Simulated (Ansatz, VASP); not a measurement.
# Ge in VASP and in Ansatz

```
Ge
1.0
     1.49385   -2.74743    0.00000
     1.49385    2.74743    0.00000
     0.00000    0.00000    2.28044
Ge
1
Direct
  0.50000 0.50000 0.00000
```

Alike in both runs: task single point; functional r2SCAN; k mesh 28 × 28 × 24; occupations gaussian, width 0.15 eV; no spin polarisation.

|  | VASP | Ansatz |
| --- | --- | --- |
| version | VASP 6.6.1 | Ansatz 0.2.0 |
| potentials or method | VASP PAW PBE potentials, release 64 (Ge_d), cutoff 520 eV | scalar-relativistic, plane waves, PAW |
| valence electrons in the cell | 14 | 14 |

|  | VASP | Ansatz | Ansatz less VASP |
| --- | --- | --- | --- |
| gap on the k mesh at the Fermi level (eV) | none | none | - |
| pressure (GPa) | 9.7 | 9.7 | -0.03 |
| traceless stress, the component that is largest in VASP (GPa) | 37.08 | 36.88 | -0.195 |

VASP's potentials were made for PBE, not for r2SCAN. A gap of «none» marks a metal or a gap that the smearing closes. With one functional, cell and mesh, what is left measures potentials, basis and numerics.
